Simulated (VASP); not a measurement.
# Si4C (P6_3/mmc) in VASP: notebook, part 2 of 2

VASP 6.6.1. Earlier steps stand in the parts before.

## (4) Single point, PBE

This run uses another cell than the first one, of 12.65 Å³/atom, 0.860 times its volume.

File INCAR:

```
SYSTEM = Si4C
ALGO     = Normal         ! electronic algorithm
EDIFF    = 1E-6           ! SCF threshold, eV
ENCUT    = 520            ! plane-wave cutoff, eV
GGA      = PE             ! functional
ISIF     = 2              ! what is computed and relaxed
ISMEAR   = 0              ! smearing method
LASPH    = .TRUE.         ! aspherical terms in the spheres
LCHARG   = .TRUE.         ! write CHGCAR
LELF     = .TRUE.         ! ELF
LREAL    = .FALSE.        ! projectors in reciprocal space
LVHAR    = .TRUE.       
LWAVE    = .FALSE.        ! write WAVECAR
NBANDS   = 31             ! bands
NELM     = 80             ! most SCF steps
PREC     = Accurate       ! precision mode
SIGMA    = 0.1            ! smearing width, eV
```

File KPOINTS:

```
k-points
0
G
  18 18 2
  0 0 0
```

File POSCAR:

```
Si4C
1.0
    2.8504961598      0.0000000000      0.0000000000
   -1.4252480799      2.4686020878      0.0000000000
    0.0000000000      0.0000000000     17.9797912688
Si C
8 2
Direct
    0.3333333333      0.6666666667      0.8173283369
    0.3333333333      0.6666666667      0.0583399072
    0.3333333333      0.6666666667      0.4416600928
    0.3333333333      0.6666666667      0.6826716631
    0.6666666667      0.3333333333      0.9416600928
    0.6666666667      0.3333333333      0.1826716631
    0.6666666667      0.3333333333      0.3173283369
    0.6666666667      0.3333333333      0.5583399072
    0.3333333333      0.6666666667      0.2500000000
    0.6666666667      0.3333333333      0.7500000000
```

Potentials or basis: VASP PAW PBE potentials, release 64 (Si, C).

Run with:

```sh
$ cat potpaw_PBE.64/Si/POTCAR potpaw_PBE.64/C/POTCAR > POTCAR
$ mpirun -np 1 vasp_std > vasp.out
```

OUTCAR:

```text
SYSTEM = Si4C
   EDIFF = 1E-6
   ENCUT = 520
   GGA = PE
   ISIF = 2
   ISMEAR = 0
   LASPH = .TRUE.
   LREAL = .FALSE.
   NELM = 80
   PREC = Accurate

 ion  position               nearest neighbor table
   1  0.333  0.667  0.817-  10 2.04  10 2.04  10 2.04   4 2.42   5 2.78   5 2.78   5 2.78
   2  0.333  0.667  0.058-   5 2.67   5 2.67   5 2.67   6 2.78   6 2.78   6 2.78
   3  0.333  0.667  0.442-   8 2.67   8 2.67   8 2.67   7 2.78   7 2.78   7 2.78
   4  0.333  0.667  0.683-  10 2.04  10 2.04  10 2.04   1 2.42   8 2.78   8 2.78   8 2.78
   5  0.667  0.333  0.942-   2 2.67   2 2.67   2 2.67   1 2.78   1 2.78   1 2.78
   6  0.667  0.333  0.183-   9 2.04   9 2.04   9 2.04   7 2.42   2 2.78   2 2.78   2 2.78
   7  0.667  0.333  0.317-   9 2.04   9 2.04   9 2.04   6 2.42   3 2.78   3 2.78   3 2.78
   8  0.667  0.333  0.558-   3 2.67   3 2.67   3 2.67   4 2.78   4 2.78   4 2.78
   9  0.333  0.667  0.250-   6 2.04   7 2.04   6 2.04   7 2.04   6 2.04   7 2.04
  10  0.667  0.333  0.750-   1 2.04   4 2.04   1 2.04   4 2.04   1 2.04   4 2.04

  LATTYP: Found a hexagonal cell.
 ALAT       =     2.8504961598
 C/A-ratio  =     6.3076005933

  Lattice vectors:

 A1 = (   2.8504961598,   0.0000000000,   0.0000000000)
 A2 = (  -1.4252480799,   2.4686020878,   0.0000000000)
[... 201 lines left out ...]

 k-point     1 :       0.0000    0.0000    0.0000
  band No.  band energies     occupation
      1      -6.9709      2.00000
      2      -6.9627      2.00000
      3      -3.5463      2.00000
      4      -3.0997      2.00000
      5      -2.5010      2.00000
      6      -1.0605      2.00000
[... 805 lines left out ...]
     30      13.8197      0.00000
     31      14.9229      0.00000

 [... further k-points ...]
[... 5 lines left out ...]
  --------------------------------------------------------------------------------------
  -------------------------------------------------------------------------------------
  Total        0.0616960      0.0616960     -0.1072745      0.0000000      0.0000000      0.0000000
  in kB        0.7812888      0.7812888     -1.3584728      0.0000000      0.0000000      0.0000000
  external PRESSURE =       0.0680349 kB  Pullay stress =       0.0000000 kB

 VOLUME and BASIS-vectors are now :
 -----------------------------------------------------------------------------
  energy-cutoff  :      520.00
  volume of cell :      126.52
      direct lattice vectors                 reciprocal lattice vectors
     2.850496160  0.000000000  0.000000000     0.350816119  0.202543781  0.000000000
    -1.425248080  2.468602088  0.000000000     0.000000000  0.405087561  0.000000000
     0.000000000  0.000000000 17.979791269     0.000000000  0.000000000  0.055617998

 POSITION                                       TOTAL-FORCE (eV/Angst)
 -----------------------------------------------------------------------------------
     -0.00000      1.64573     14.69539        -0.000000      0.000000     -0.032161
     -0.00000      1.64573      1.04894         0.000000     -0.000000     -0.004928
     -0.00000      1.64573      7.94096         0.000000     -0.000000      0.004928
     -0.00000      1.64573     12.27429        -0.000000     -0.000000      0.032161
      1.42525      0.82287     16.93085        -0.000000      0.000000      0.004928
      1.42525      0.82287      3.28440         0.000000     -0.000000      0.032161
      1.42525      0.82287      5.70550         0.000000      0.000000     -0.032161
      1.42525      0.82287     10.03883         0.000000      0.000000     -0.004928
     -0.00000      1.64573      4.49495        -0.000000      0.000000      0.000000
      1.42525      0.82287     13.48484         0.000000      0.000000      0.000000
 -----------------------------------------------------------------------------------
    total drift:                                0.000000     -0.000000      0.000000

  FREE ENERGIE OF THE ION-ELECTRON SYSTEM (eV)
  ---------------------------------------------------
  free  energy   TOTEN  =       -55.3063642276 eV

  energy  without entropy=      -55.2940561696  energy(sigma->0) =      -55.30021020
```

OSZICAR:

```text
N       E                     dE             d eps       ncg     rms          rms(c)
DAV:   1     0.917485403947E+02    0.91749E+02   -0.16906E+04  4588   0.113E+03
DAV:   2    -0.493382592813E+02   -0.14109E+03   -0.13281E+03  5887   0.177E+02
DAV:   3    -0.582653044746E+02   -0.89270E+01   -0.87069E+01  6090   0.393E+01
DAV:   4    -0.584103608387E+02   -0.14506E+00   -0.14471E+00  5710   0.560E+00
DAV:   5    -0.584127357202E+02   -0.23749E-02   -0.23743E-02  5987   0.687E-01    0.126E+01
DAV:   6    -0.551630196842E+02    0.32497E+01   -0.99738E+00  6180   0.149E+01    0.630E+00
DAV:   7    -0.553617259674E+02   -0.19871E+00   -0.38110E+00  5437   0.733E+00    0.284E+00
DAV:   8    -0.553100171589E+02    0.51709E-01   -0.28298E-01  5570   0.237E+00    0.107E+00
DAV:   9    -0.553071171814E+02    0.29000E-02   -0.23714E-02  5628   0.745E-01    0.305E-01
DAV:  10    -0.553063057335E+02    0.81145E-03   -0.48134E-03  5884   0.288E-01    0.184E-01
DAV:  11    -0.553063887751E+02   -0.83042E-04   -0.78120E-04  5678   0.130E-01    0.520E-02
DAV:  12    -0.553063645697E+02    0.24205E-04   -0.81484E-05  6033   0.424E-02    0.137E-02
DAV:  13    -0.553063641480E+02    0.42165E-06   -0.20007E-05  5651   0.188E-02    0.463E-03
DAV:  14    -0.553063642276E+02   -0.79587E-07   -0.77806E-07  3415   0.422E-03
   1 F= -.55306364E+02 E0= -.55300210E+02  d E =-.123081E-01
```

stdout:

```text
POSCAR found type information on POSCAR SiC
 POSCAR found :  2 types and      10 ions
 scaLAPACK will be used
 LDA part: xc-table for (Slater+PW92), standard interpolation
 POSCAR, INCAR and KPOINTS ok, starting setup
 FFT: planning ... GRIDC
 FFT: planning ... GRID_SOFT
 FFT: planning ... GRID
 WAVECAR not read
 entering main loop
```

Run time: 3.2 min. Hardware: 1 thread of AMD EPYC 9R45 (Zen 5), shared host; peak memory 0.36 GiB.

What came out:

```yaml
Free_energy: -55.3064 eV
Pressure: 0.0 GPa
Largest_force: 0.032 eV/Å
Band_gap_on_the_k_mesh: zero (band 20 reaches 15.81 eV, above the bottom of band 21 at 8.03 eV)
```

Forces in eV/Å, atoms in the order of the input:
```
Si   0.000  0.000 -0.032
Si   0.000  0.000 -0.005
Si   0.000  0.000  0.005
Si   0.000  0.000  0.032
Si   0.000  0.000  0.005
Si   0.000  0.000  0.032
Si   0.000  0.000 -0.032
Si   0.000  0.000 -0.005
C    0.000  0.000  0.000
C    0.000  0.000  0.000
```

## (5) The runs side by side

| task | cell | k mesh | cutoff (eV) | gap on the mesh (eV) | pressure (GPa) | largest force (eV/Å) |
| --- | --- | --- | --- | --- | --- | --- |
| relaxation of cell and atoms | relaxed from a = 2.790, b = 2.790, c = 21.842 Å, angles 90.0, 90.0, 120.0°, 10 atoms | 6 × 6 × 1 | 600 | none | 0.1 | 0.02 |
| single point | a = 2.857, b = 2.857, c = 17.919 Å, angles 90.0, 90.0, 120.0°, 10 atoms | 12 × 12 × 4 | 520 | none | 0.0 | 0.02 |
| single point | a = 2.850, b = 2.850, c = 17.980 Å, angles 90.0, 90.0, 120.0°, 10 atoms | 18 × 18 × 2 | 520 | none | 0.0 | 0.03 |

Alike in all rows: level PBE; potentials or basis VASP PAW PBE potentials, release 64 (Si, C); no spin polarisation; smearing gaussian 0.1 eV.

Caveats: some runs use coarse meshes.

Total energies depend on the potentials used, so only differences within one code and one set of settings carry meaning.
